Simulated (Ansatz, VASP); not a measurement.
Two plane-wave programs on KNi

```
K Ni
1.0
     3.66048    3.66048    0.00000
    -3.66048    3.66048    0.00000
     0.00000    0.00000    3.47889
K Ni
2 2
Direct
  0.00000 0.00000 0.00000
  0.50000 0.50000 0.00000
  0.50000 0.00000 0.50000
  0.00000 0.50000 0.50000
```

Alike in both runs: task single point; functional PBEsol; k mesh 4 × 4 × 6; occupations fermi-dirac, width 0.05 eV; collinear spin, random start; Hubbard terms Ni d U = 5 eV.

|  | VASP | Ansatz |
| --- | --- | --- |
| version | VASP 6.6.1 | Ansatz 0.2.0 |
| potentials or method | VASP PAW PBE potentials, release 64 (K_sv, Ni) | Ansatz PAW |
| plane-wave cutoff (eV) | 520 | 420 |
| valence electrons in the cell | 38 | 54 |

```tsv
	VASP	Ansatz	Ansatz less VASP
gap on the k mesh at the Fermi level (eV)	none	none	-
pressure (GPa)	5.7	5.9	+0.23
traceless stress, the component that is largest in VASP (GPa)	-0.91	-0.99	-0.085
net moment per atom (μB)	0.00	0.00	0.000
size of the moment on the site where the two differ most (μB)	0.99	1.00	+0.013
```

VASP's potentials were made for PBE, not for PBEsol. Site moments also hang on the region over which each program counts them. The programs project onto different local orbitals, so the same U acts differently, and such runs can settle in different states. A gap of «none» marks a metal or a gap that the smearing closes. VASP's potentials hold 38 valence electrons a cell and Ansatz's 54, so a difference there can come from the potentials and not from the codes.

Noted on Ansatz's run: the magnetic or orbital state may not be the lowest.
